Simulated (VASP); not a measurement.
# C: single point with r2SCAN

Crystal: C.

```
C
1.0
     2.45573    0.00000    0.00000
    -1.22786    2.12672    0.00000
     0.00000    0.00000   21.73580
C
12
Direct
  0.00000 0.00000 0.91898
  0.33333 0.66667 0.91898
  0.00000 0.00000 0.74769
  0.33333 0.66667 0.74769
  0.66667 0.33333 0.25231
  0.00000 0.00000 0.25231
  0.66667 0.33333 0.08102
  0.00000 0.00000 0.08102
  0.33333 0.66667 0.58565
  0.66667 0.33333 0.58564
  0.33333 0.66667 0.41436
  0.66667 0.33333 0.41435
```

```json
{
  "Program": "VASP 6.6.1",
  "Task": "single point",
  "Functional": "r2SCAN",
  "Potentials or basis": "VASP PAW PBE potentials, release 64 (C)",
  "Cutoff": "520 eV",
  "k mesh": "18 × 18 × 2",
  "Occupations": "gaussian, width 0.01 eV",
  "Spin": "no spin polarisation"
}
```

The pressure is 0.7 GPa. The band gap on the k mesh is 0.19 eV.

Stress tensor (GPa, compression positive):
```
 1.03  0.00  0.00
 0.00  1.03  0.00
 0.00  0.00 -0.08
```

Levels at points of the mesh, in eV from the valence-band top:
```
           k point  band 20  band 21  band 22  band 23  band 24  band 25  band 26  band 27  band 28  band 29
(0.00, 0.00, 0.00)    -3.12    -3.11    -3.11    -3.11    -3.11     3.90     4.94     4.94     7.50     7.50
(0.50, 0.00, 0.00)    -2.73    -2.51    -2.39    -2.15    -2.15     1.54     1.54     1.78     2.02     2.30
(0.00, 0.00, 0.50)    -3.11    -3.11    -3.11    -3.11    -3.11     4.17     4.17     5.86     6.37     8.79
(0.50, 0.00, 0.50)    -2.62    -2.62    -2.27    -2.27    -2.10     1.50     1.67     1.67     2.15     2.15
```

Wall time 13 min on 1 thread of Intel(R) Xeon(R) 6975P-C (Granite Rapids), with other jobs on the host, peak memory 0.36 GiB.

Caveat: the PAW data sets were made with another functional, which shifts forces and pressure a little. A k mesh can miss the band edges.
